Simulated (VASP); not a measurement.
Wanted: the native input for a VASP 6.6.1 run.

* Task: single point
* Functional: PBE
* Potentials or basis: VASP PAW PBE potentials, release 64 (Ti_sv, Si)
* Cutoff: 520 eV
* k mesh: 6 × 6 × 6
* Occupations: gaussian, width 0.1 eV
* Spin: no spin polarisation
* Dipole correction: no
* Further INCAR settings: ALGO = Fast; EDIFF = 1e-06; NBANDS = 41

The structure of Ti5Si lies in POSCAR:

```
Ti5Si
1.0
    2.5228393509      1.4565619783      4.4409048145
   -2.5228393509      1.4565619783      4.4409048145
    0.0000000000     -2.9131239567      4.4409048145
Ti Si
5 1
Direct
    0.1514396700      0.1514396700      0.1514396700
    0.6053500000      0.3946500000      0.0000000000
    0.0000000000      0.6053500000      0.3946500000
    0.8485603300      0.8485603300      0.8485603300
    0.3946500000      0.0000000000      0.6053500000
    0.5000000000      0.5000000000      0.5000000000
```

One way to write it, as run:

INCAR

```
PREC = Accurate
ENCUT = 520
EDIFF = 1E-6
ISMEAR = 0
SIGMA = 0.1
LREAL = F
LASPH = T
NELM = 100
ALGO = Fast
ISIF = 2
LWAVE = F
LCHARG = T
GGA = PE
LELF = T
LVHAR = T
NBANDS = 41
```

KPOINTS

```
Automatic mesh
0
Gamma
  6 6 6
```

Potentials or basis: VASP PAW PBE potentials, release 64 (Ti_sv, Si).

The run is started by

```sh
$ cat potpaw_PBE.64/Ti_sv/POTCAR potpaw_PBE.64/Si/POTCAR > POTCAR
$ mpirun -np 1 vasp_std > vasp.out
```

Results of the run:

```json
{
  "Pressure": "-0.1 GPa",
  "Largest force": "0.031 eV/Å",
  "Band gap on the k mesh": "zero (band 32 reaches 9.14 eV, above the bottom of band 33 at 8.65 eV)"
}
```

It took 4.1 min on 1 thread of Intel(R) Xeon(R) 6975P-C (Granite Rapids) (shared host), peak memory 0.29 GiB.
